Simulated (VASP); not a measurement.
Input of a VASP 6.6.1 run:

File INCAR:

```
  ALGO = Normal
  EDIFF = 1E-7
  ENCUT = 520
  GGA = PE
  ISIF = 2
  ISMEAR = 0
  LASPH = T
  LCHARG = F
  LREAL = F
  LWAVE = F
  NBANDS = 34
  NELM = 60
  PREC = Accurate
  SIGMA = 0.1
```

KPOINTS

```
k-points
0
Gamma
  6 6 12
```

POSCAR

```
GeF5
1.0
    6.3819833977      0.0000000000      0.0000000000
   -3.1909916989      5.5269597490      0.0000000000
    0.0000000000      0.0000000000      2.9914704875
Ge F
1 5
Direct
    0.0000000000      0.0000000000      0.5000000000
    0.5000000000      0.0000000000      0.0000000000
    0.0000000000      0.5000000000      0.0000000000
    0.5000000000      0.5000000000      0.0000000000
    0.3333333333      0.6666666667      0.0000000000
    0.6666666667      0.3333333333      0.0000000000
```

Potentials or basis: VASP PAW PBE potentials, release 64 (Ge_d, F).

Command:

```bash
$ cat potpaw_PBE.64/Ge_d/POTCAR potpaw_PBE.64/F/POTCAR > POTCAR
$ mpirun -np 1 vasp_std > vasp.out
```

Problem. Estimate the band gap on the k mesh.

Solution. Zero (an odd number of electrons rules out a gap without spin polarisation).

Problem. Estimate the pressure.

Solution. -0.3 GPa.

Stress tensor (GPa, compression positive):
```
-0.24  0.00  0.00
 0.00 -0.24  0.00
 0.00  0.00 -0.36
```

Caveat: an odd number of electrons without spin polarisation forces a metal; a magnetic or distorted state may lie lower.
